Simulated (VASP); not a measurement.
# P2C3 (R-3m) in VASP: single point with PBE

Aim: the single point of P2C3 with PBE.

All numbers are computed with VASP 6.6.1; they aren't measurements. Logs are shortened: lines on timing, memory, paths and dates and some standing lists are left out, and cuts for length are marked.

## (1) The cell of the first run

Symmetry: R-3m, No. 166, trigonal system. Conventional cell: a = 3.468 Å, b = 3.468 Å, c = 23.423 Å, α = 90.00°, β = 90.00°, γ = 120.00°. Within 3.1 Å of P (site symmetry 3m) lie 6 C at 2.34 to 2.55 Å. Within 3.1 Å of C (site symmetry 3m) lie 3 P at 2.34 Å and 3 C at 3.00 Å. C (site symmetry -3m) has 6 P at 2.55 Å within 3.4 Å.

## (2) Single point, PBE

Contents of INCAR:

```
SYSTEM = P2C3
PREC = Accurate ; ENCUT = 520
EDIFF = 1E-6 ; ISMEAR = 0
SIGMA = 0.1 ; LREAL = .FALSE.
LASPH = .TRUE. ; NELM = 80
ALGO = Normal ; ISIF = 2
LWAVE = .FALSE. ; LCHARG = .FALSE.
GGA = PE ; NBANDS = 19
```

Contents of KPOINTS:

```
regular mesh
0
G
  6 6 6
  0 0 0
```

Contents of POSCAR:

```
P2C3
1.0
    1.7340783400      1.0011706000      7.8078035500
   -1.7340783400      1.0011706000      7.8078035500
    0.0000000000     -2.0023412000      7.8078035500
P C
2 3
Direct
    0.5992919800      0.5992919800      0.5992919800
    0.4007080200      0.4007080200      0.4007080200
    0.2144860000      0.2144860000      0.2144860000
    0.7855140000      0.7855140000      0.7855140000
    0.0000000000      0.0000000000      0.0000000000
```

Potentials or basis: VASP PAW PBE potentials, release 64 (P, C).

Run with:

```
> cat potpaw_PBE.64/P/POTCAR potpaw_PBE.64/C/POTCAR > POTCAR
> mpirun -np 1 vasp_std > vasp.out
```

OUTCAR:

```text
SYSTEM = P2C3
   PREC = Accurate
   ENCUT = 520
   EDIFF = 1E-6
   ISMEAR = 0
   LREAL = .FALSE.
   LASPH = .TRUE.
   NELM = 80
   ISIF = 2
   GGA = PE

 ion  position               nearest neighbor table
   1  0.599  0.599  0.599-   3 2.34   3 2.34   3 2.34
   2  0.401  0.401  0.401-   4 2.34   4 2.34   4 2.34
   3  0.214  0.214  0.214-   1 2.34   1 2.34   1 2.34
   4  0.786  0.786  0.786-   2 2.34   2 2.34   2 2.34
   5  0.000  0.000  0.000-

  LATTYP: Found a trigonal (rhomboedric) cell.
 ALAT       =     8.0604693744
 COS(alpha) =     0.9074350095

  Lattice vectors:

 A1 = (   1.7340783400,   1.0011706000,   7.8078035500)
 A2 = (  -1.7340783400,   1.0011706000,   7.8078035500)
 A3 = (   0.0000000000,  -2.0023412000,   7.8078035500)

Analysis of symmetry for initial positions (statically):
=====================================================================
 Subroutine PRICEL returns:
 Original cell was already a primitive cell.

 Routine SETGRP: Setting up the symmetry group for a
 trigonal (rhombohedral) supercell.

 Subroutine GETGRP returns: Found 12 space group operations
 (whereof 12 operations were pure point group operations)
 out of a pool of 12 trial point group operations.

The static configuration has the point symmetry D_3d.

Analysis of symmetry for dynamics (positions and initial velocities):
=====================================================================
 Subroutine PRICEL returns:
 Original cell was already a primitive cell.

 Routine SETGRP: Setting up the symmetry group for a
 trigonal (rhombohedral) supercell.

 Subroutine GETGRP returns: Found 12 space group operations
 (whereof 12 operations were pure point group operations)
 out of a pool of 12 trial point group operations.

The dynamic configuration has the point symmetry D_3d.

 Subroutine INISYM returns: Found 12 space group operations
 (whereof 12 operations are pure point group operations),
 and found     1 'primitive' translations

----------------------------------------------------------------------------------------

                                     Primitive cell

  volume of cell :      81.3312

  direct lattice vectors                    reciprocal lattice vectors
     1.734078340  1.001170600  7.807803550     0.288337608  0.166471795  0.042692331
    -1.734078340  1.001170600  7.807803550    -0.288337608  0.166471795  0.042692331
     0.000000000 -2.002341200  7.807803550     0.000000000 -0.332943590  0.042692331

  length of vectors
     8.060469374  8.060469374  8.060469376     0.335669584  0.335669584  0.335669583

  position of ions in fractional coordinates (direct lattice)
     0.599291980  0.599291980  0.599291980
     0.400708020  0.400708020  0.400708020
     0.214486000  0.214486000  0.214486000
     0.785514000  0.785514000  0.785514000
     0.000000000  0.000000000  0.000000000

  ion indices of the primitive-cell ions
   primitive index   ion index
                 1           1
                 2           2
                 3           3
                 4           4
                 5           5

----------------------------------------------------------------------------------------

 KPOINTS: regular mesh

Automatic generation of k-mesh.
 Grid dimensions read from file:
 generate k-points for:    6    6    6

 Generating k-lattice:

  Cartesian coordinates                     Fractional coordinates (reciprocal lattice)
     0.048056268  0.027745299  0.007115388     0.166666667 -0.000000000  0.000000000
    -0.048056268  0.027745299  0.007115388    -0.000000000  0.166666667  0.000000000
     0.000000000 -0.055490598  0.007115388     0.000000000  0.000000000  0.166666667

  Length of vectors
     0.055944931  0.055944931  0.055944931

  Shift w.r.t. Gamma in fractional coordinates (k-lattice)
     0.000000000  0.000000000  0.000000000

 Subroutine IBZKPT returns following result:
 ===========================================

 Found     32 irreducible k-points:

 Following reciprocal coordinates:
            Coordinates               Weight
  0.000000  0.000000  0.000000      1.000000
  0.166667 -0.000000 -0.000000      6.000000
  0.333333 -0.000000 -0.000000      6.000000
  0.500000  0.000000  0.000000      3.000000
  0.166667  0.166667 -0.000000      6.000000
  0.333333  0.166667  0.000000     12.000000
[... 16 lines left out ...]
  0.500000  0.500000  0.166667      6.000000
 -0.333333  0.500000  0.166667     12.000000
 [... further k-points ...]
   k-points           NKPTS =     32   k-points in BZ     NKDIM =     32   number of bands    NBANDS=     19
   number of dos      NEDOS =    301   number of ions     NIONS =      5
   total plane-waves  NPLWV = 216000
   dimension x,y,z NGX =    60 NGY =   60 NGZ =   60
   dimension x,y,z NGXF=   120 NGYF=  120 NGZF=  120
   ions per type =               2   3
   NGX,Y,Z   is equivalent  to a cutoff of  12.37, 12.37, 12.37 a.u.
   NGXF,Y,Z  is equivalent  to a cutoff of  24.75, 24.75, 24.75 a.u.
 SYSTEM =  P2C3
   PREC   = accura    normal or accurate (medium, high low for compatibility)
   ISTART =      0    job   : 0-new  1-cont  2-samecut
   ICHARG =      2    charge: 1-file 2-atom 10-const
   ISPIN  =      1    spin polarized calculation?
   LNONCOLLINEAR =      F non collinear calculations
   LSORBIT =      F    spin-orbit coupling
   LASPH  =      T    aspherical Exc in radial PAW
   ENCUT  =  520.0 eV  38.22 Ry    6.18 a.u.  14.99 14.99 14.99*2*pi/ulx,y,z
   NELM   =     80;   NELMIN=  2; NELMDL= -5     # of ELM steps
   EDIFF  = 0.1E-05   stopping-criterion for ELM
   LREAL  =      F    real-space projection
   EDIFFG = 0.1E-04   stopping-criterion for IOM
   NSW    =      0    number of steps for IOM
   IBRION =     -1    ionic relax: 0-MD 1-quasi-New 2-CG
   NFREE  =      0    steps in history (QN), initial steepest desc. (CG)
   ISIF   =      2    stress and relaxation
   ISYM   =      2    0-nonsym 1-usesym 2-fastsym
   POTIM  = 0.5000    time-step for ionic-motion
   TEBEG  =    0.0;   TEEND  =   0.0 temperature during run
   PSTRESS=    0.0 pullay stress
   NELECT =      22.0000    total number of electrons
   NUPDOWN=      -1.0000    fix difference up-down
   EMIN   =  10.00;   EMAX   =-10.00  energy-range for DOS
   EFERMI =   0.00;   METHOD = LEGACY
   ISMEAR =     0;   SIGMA  =   0.10  broadening in eV -4-tet -1-fermi 0-gaus
   EFERMI_NEDOS =   21; number of points for ismear=-14 and -15
   IALGO  =     38    algorithm
   IMIX   =      4    mixing-type and parameters
     AMIX     =   0.40;   BMIX     =  1.00
     AMIX_MAG =   1.60;   BMIX_MAG =  1.00
  volume/ion in A,a.u.               =      16.27       109.77
  Fermi-wavevector in a.u.,A,eV,Ry     =   1.058758  2.000763 15.251705  1.120969
  Thomas-Fermi vector in A             =   2.194079
   LORBIT       =      0    0 simple, 1 ext, 2 COOP (PROOUT), +10 PAW based schemes
   GGA     = PE    functional components
   LHFCALC =     F    Hartree Fock is set to
   AEXX    =    0.0000 exact exchange contribution
   IVDW    =     0    specifies the selected vdW correction
   LEPSILON=     F    determine dielectric tensor
   LRPA    =     F    only Hartree local field effects (RPA)
 non-spin polarized calculation
 Gauss-broadening in eV      SIGMA  =   0.10
  energy-cutoff  :      520.00
  volume of cell :       81.33
 maximum number of plane-waves:      2210
   NGX = 29   NGY = 29   NGZ = 29

 number of electron      22.0000000 magnetization

 Free energy of the ion-electron system (eV)
  ---------------------------------------------------
  ext. energy  EPLUGINS =         0.00000000
  ---------------------------------------------------
  free energy    TOTEN  =       -24.41731056 eV

  energy without entropy =      -24.40587310  energy(sigma->0) =      -24.41159183

 E-fermi :   2.9819     XC(G=0):  -9.6459

 val. band max:        2.9764366279   @ k =   0.5000   0.5000   0.0000
 cond. band min:       2.9892367244   @ k =   0.5000   0.5000   0.0000
 fundamental gap:      0.0128000965
 Fermi energy:         2.9819398363

 k-point     1 :       0.0000    0.0000    0.0000
  band No.  band energies     occupation
      1     -10.3762      2.00000
      2      -9.2099      2.00000
      3      -6.9984      2.00000
      4      -2.9108      2.00000
      5      -1.6561      2.00000
      6       2.4399      2.00000
[... 11 lines left out ...]
     18       6.7726      0.00000
     19       7.1923      0.00000

 k-point     2 :       0.1667   -0.0000   -0.0000
  band No.  band energies     occupation
      1      -9.9987      2.00000
      2      -8.8672      2.00000
      3      -6.7284      2.00000
      4      -3.1366      2.00000
      5      -2.0677      2.00000
      6       0.6642      2.00000
[... 11 lines left out ...]
     18       6.8822      0.00000
     19       7.3306      0.00000

 k-point     3 :       0.3333   -0.0000   -0.0000
  band No.  band energies     occupation
      1      -8.8965      2.00000
      2      -7.9190      2.00000
      3      -6.1365      2.00000
      4      -4.5729      2.00000
      5      -3.3327      2.00000
      6      -1.0884      2.00000
[... 11 lines left out ...]
     18       7.6936      0.00000
     19       8.2121      0.00000

 k-point     4 :       0.5000    0.0000    0.0000
  band No.  band energies     occupation
      1      -7.3617      2.00000
      2      -7.2360      2.00000
      3      -6.7910      2.00000
      4      -5.2310      2.00000
      5      -4.4192      2.00000
      6      -1.8790      2.00000
[... 11 lines left out ...]
     18       8.2091      0.00000
     19       8.6911      0.00000

 k-point     5 :       0.1667    0.1667   -0.0000
  band No.  band energies     occupation
      1      -9.9899      2.00000
      2      -8.8925      2.00000
      3      -6.6928      2.00000
      4      -3.1454      2.00000
      5      -2.1342      2.00000
      6       0.5959      2.00000
[... 11 lines left out ...]
     18       6.9871      0.00000
     19       7.4774      0.00000

 k-point     6 :       0.3333    0.1667    0.0000
  band No.  band energies     occupation
      1      -9.2414      2.00000
      2      -8.2538      2.00000
      3      -6.2233      2.00000
      4      -3.8166      2.00000
      5      -3.2279      2.00000
      6      -0.4388      2.00000
[... 11 lines left out ...]
     18       7.6236      0.00000
     19       8.4495      0.00000

 k-point     7 :       0.5000    0.1667    0.0000
  band No.  band energies     occupation
      1      -7.8303      2.00000
      2      -7.1594      2.00000
      3      -6.0906      2.00000
      4      -5.1853      2.00000
      5      -4.6011      2.00000
      6      -1.4454      2.00000
[... 11 lines left out ...]
     18       8.0809      0.00000
     19       8.4381      0.00000

 k-point     8 :      -0.3333    0.1667    0.0000
  band No.  band energies     occupation
      1      -7.8715      2.00000
      2      -7.0681      2.00000
      3      -6.1060      2.00000
      4      -5.2800      2.00000
      5      -4.5468      2.00000
      6      -1.5780      2.00000
[... 256 lines left out ...]
 k-point    20 :       0.5000    0.3333    0.1667
  band No.  band energies     occupation
      1      -9.1790      2.00000
      2      -8.4001      2.00000
      3      -6.0225      2.00000
      4      -4.0195      2.00000
      5      -3.1276      2.00000
      6      -0.5138      2.00000
[... 11 lines left out ...]
     18       7.5877      0.00000
     19       8.3289      0.00000

 k-point    21 :      -0.3333    0.3333    0.1667
  band No.  band energies     occupation
      1      -7.7790      2.00000
      2      -7.2439      2.00000
      3      -6.1116      2.00000
      4      -5.0551      2.00000
      5      -4.6785      2.00000
      6      -1.2441      2.00000
[... 11 lines left out ...]
     18       8.1426      0.00000
     19       8.4769      0.00000

 k-point    22 :      -0.1667    0.3333    0.1667
  band No.  band energies     occupation
      1      -7.8713      2.00000
      2      -7.0520      2.00000
      3      -6.1477      2.00000
      4      -5.2619      2.00000
      5      -4.5462      2.00000
      6      -1.5610      2.00000
[... 11 lines left out ...]
     18       8.2682      0.00000
     19       8.7283      0.00000

 k-point    23 :       0.5000    0.5000    0.1667
  band No.  band energies     occupation
      1      -8.8106      2.00000
      2      -8.1051      2.00000
      3      -6.0264      2.00000
      4      -4.2560      2.00000
      5      -3.6597      2.00000
      6      -1.2400      2.00000
[... 11 lines left out ...]
     18       7.6746      0.00000
     19       8.1766      0.00000

 k-point    24 :      -0.3333    0.5000    0.1667
  band No.  band energies     occupation
      1      -7.7795      2.00000
      2      -7.2313      2.00000
      3      -6.1426      2.00000
      4      -5.0457      2.00000
      5      -4.6757      2.00000
      6      -1.2030      2.00000
[... 11 lines left out ...]
     18       8.2621      0.00000
     19       8.6415      0.00000

 [... further k-points ...]
[... 5 lines left out ...]
  --------------------------------------------------------------------------------------
  -------------------------------------------------------------------------------------
  Total      -15.3092647    -15.3092648    -15.1741932      0.0000000     -0.0000000      0.0000000
  in kB     -301.5837839   -301.5837861   -298.9229513      0.0000000     -0.0000000      0.0000000
  external PRESSURE =    -300.6968405 kB  Pullay stress =       0.0000000 kB

 VOLUME and BASIS-vectors are now :
 -----------------------------------------------------------------------------
  energy-cutoff  :      520.00
  volume of cell :       81.33
      direct lattice vectors                 reciprocal lattice vectors
     1.734078340  1.001170600  7.807803550     0.288337608  0.166471795  0.042692331
    -1.734078340  1.001170600  7.807803550    -0.288337608  0.166471795  0.042692331
     0.000000000 -2.002341200  7.807803550     0.000000000 -0.332943590  0.042692331

 POSITION                                       TOTAL-FORCE (eV/Angst)
 -----------------------------------------------------------------------------------
      0.00000      0.00000     14.03746         0.000000      0.000000     -1.709332
      0.00000      0.00000      9.38595         0.000000     -0.000000      1.709332
      0.00000      0.00000      5.02399         0.000000      0.000000      2.967485
      0.00000      0.00000     18.39942         0.000000     -0.000000     -2.967485
      0.00000      0.00000      0.00000         0.000000      0.000000      0.000000
 -----------------------------------------------------------------------------------
    total drift:                               -0.000000     -0.000000      0.000000

  FREE ENERGIE OF THE ION-ELECTRON SYSTEM (eV)
  ---------------------------------------------------
  free  energy   TOTEN  =       -24.4173105637 eV

  energy  without entropy=      -24.4058730961  energy(sigma->0) =      -24.41159183
```

It took 2.7 min on 1 thread of Intel Xeon Platinum 8488C (Sapphire Rapids), shared host; peak memory 0.46 GiB.

Results:

```
Free energy            : -24.4173 eV
Pressure               : -30.1 GPa
Largest force          : 2.967 eV/Å
Band gap on the k mesh : zero (band 11 reaches 3.45 eV, above the bottom of band 12 at 2.78 eV)
```

Forces on the atoms (eV/Å):
```
P    0.000  0.000 -1.709
P    0.000  0.000  1.709
C    0.000  0.000  2.967
C    0.000  0.000 -2.967
C    0.000  0.000  0.000
```

Levels at points of the mesh, in eV from the Fermi level:
```csv
k point,band 9,band 10,band 11,band 12,band 13,band 14
"(0.00, 0.00, 0.00)",-0.42,0.26,0.26,0.27,0.32,2.15
"(0.50, 0.00, 0.00)",-2.03,-1.87,-1.22,-0.06,0.35,1.74
"(0.50, 0.50, 0.00)",-2.52,-1.53,-0.01,-0.01,0.01,1.49
"(0.50, 0.50, 0.50)",-0.31,-0.31,0.13,0.13,1.03,1.75
```

Caveat: forces of over 1 eV/Å act on the atoms, so gaps and moduli don't describe the material at rest.
